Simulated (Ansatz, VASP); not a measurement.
# Pb: VASP beside Ansatz

The input INCAR:

```
ALGO = Normal
EDIFF = 1E-7
ENCUT = 520
GGA = PE
ISIF = 2
ISMEAR = 0
LASPH = True
LCHARG = False
LREAL = False
LWAVE = False
NBANDS = 13
NELM = 60
PREC = Accurate
SIGMA = 0.15
```

KPOINTS

```
k-points
0
Gamma
  16 16 16
```

File POSCAR:

```
Pb
1.0
    0.0000000000      2.4698000000      2.3586590000
    2.4698000000      0.0000000000      2.3586590000
    2.4698000000      2.4698000000      0.0000000000
Pb
1
Direct
    0.0000000000      0.0000000000      0.0000000000
```

Input for Ansatz:

```yaml
crystal:
  lattice:
    - [0.0, 2.4698, 2.358659]
    - [2.4698, 0.0, 2.358659]
    - [2.4698, 2.4698, 0.0]
  atoms:
    - { symbol: Pb, position: [0.0, 0.0, 0.0] }
basis:
  ecutwfc: 420
kpoints:
  mp_grid: { grid: [16, 16, 16] }
hamiltonian:
  xc: pbe
scf:
  occupations: { method: gaussian, width: 0.15 }
output:
  forces: true
  stress: true
  eigenvalues: true
  write_density: true
  write_potential: true
  elf: true
  volumetric_format: npy
```

Change from the starting cell: strain -0.0450 x Voigt [0, 0, 1, 0, 0, 0], atoms carried along.

Alike in both runs: task single point; functional PBE; k mesh 16 × 16 × 16; occupations gaussian, width 0.15 eV; no spin polarisation.

|  | VASP | Ansatz |
| --- | --- | --- |
| version | VASP 6.6.1 | Ansatz 0.2.0 |
| potentials or method | VASP PAW PBE potentials, release 64 (Pb_d), cutoff 520 eV | scalar-relativistic, plane waves, PAW |
| valence electrons in the cell | 14 | 14 |

|  | VASP | Ansatz | Ansatz less VASP |
| --- | --- | --- | --- |
| gap on the k mesh at the Fermi level (eV) | none | none | - |
| pressure (GPa) | 5.3 | 5.4 | +0.07 |
| traceless stress, the component that is largest in VASP (GPa) | 0.64 | 0.63 | -0.008 |

A gap of «none» marks a metal or a gap that the smearing closes. With one functional, cell and mesh, what is left measures potentials, basis and numerics.

Spin-orbit coupling is off throughout.
